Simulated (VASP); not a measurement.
CsC2O2, 5 atoms in the cell. It takes space group I4/mmm (No. 139, tetragonal). The conventional cell has a = 3.605 Å, b = 3.605 Å, c = 10.500 Å, α = 90.00°, β = 90.00°, γ = 90.00°. Cs (site symmetry 4/mmm) has 10 O at 3.06 to 3.36 Å and 8 C at 3.18 Å and 4 Cs at 3.61 Å within 4.0 Å. Within 2.5 Å of C (site symmetry -4m2) lie 4 O at 1.85 Å. Within 2.5 Å of O (site symmetry 4mm) lie 4 C at 1.85 Å. 

| Item | Value |
| --- | --- |
| Program | VASP 6.6.1 |
| Task | single point |
| Functional | PBEsol |
| Potentials or basis | VASP PAW PBE potentials, release 64 (Cs_sv, C, O) |
| Cutoff | 520 eV |
| k mesh | 6 × 6 × 6 |
| Occupations | gaussian, width 0.1 eV |
| Spin | collinear spin, ferrimagnetic start |
| Starting moments | [0.0, 0.63, 0.63, -0.3, -0.3] μB |
| Dipole correction | no |
| Further INCAR settings | ALGO = Normal; EDIFF = 1e-07; NBANDS = 26 |

Potentials or basis: VASP PAW PBE potentials, release 64 (Cs_sv, C, O).

Run with:

```bash
$ cat potpaw_PBE.64/Cs_sv/POTCAR potpaw_PBE.64/C/POTCAR potpaw_PBE.64/O/POTCAR > POTCAR
$ mpirun -np 1 vasp_std > vasp.out
```

Hardware: 1 thread of AMD EPYC 7R13 Processor (Zen 3) (shared host).

Q: How long does it take, and how much memory?

A: It took 3.7 min on 1 thread of AMD EPYC 7R13 Processor (Zen 3), with other jobs on the host, peak memory 0.41 GiB. Counts: scf iterations 19, k points 30.
